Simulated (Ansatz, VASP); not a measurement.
One calculation of Cd, two programs

```
Cd
1.0
     0.00000    2.18488    2.15161
     2.18488    0.00000    2.15161
     2.18488    2.18488    0.00000
Cd
1
Direct
  0.00000 0.00000 0.00000
```

Change from the starting cell: strain -0.015 along x and y, -0.030 along z, atoms carried along.

Alike in both runs: task single point; functional PBEsol; k mesh 18 × 18 × 18; occupations gaussian, width 0.15 eV; no spin polarisation.

|  | VASP | Ansatz |
| --- | --- | --- |
| version | VASP 6.6.1 | Ansatz 0.2.0 |
| potentials or method | VASP PAW PBE potentials, release 64 (Cd), cutoff 520 eV | scalar-relativistic, plane waves, PAW |
| valence electrons in the cell | 12 | 20 |

VASP gave:

```
gap on the k mesh at the Fermi level (eV)                     : none
pressure (GPa)                                                : 1.6
traceless stress, the component that is largest in VASP (GPa) : 0.37
```

**Question.** Which values does Ansatz return?

**Answer.** gap on the k mesh at the Fermi level (eV): none; pressure (GPa): 1.2; traceless stress, the component that is largest in VASP (GPa): 0.37.

VASP's potentials were made for PBE, not for PBEsol. A gap of «none» marks a metal or a gap that the smearing closes. With one functional, cell and mesh, what is left measures potentials, basis and numerics. VASP's potentials hold 12 valence electrons a cell and Ansatz's 20, so a difference there can come from the potentials and not from the codes.
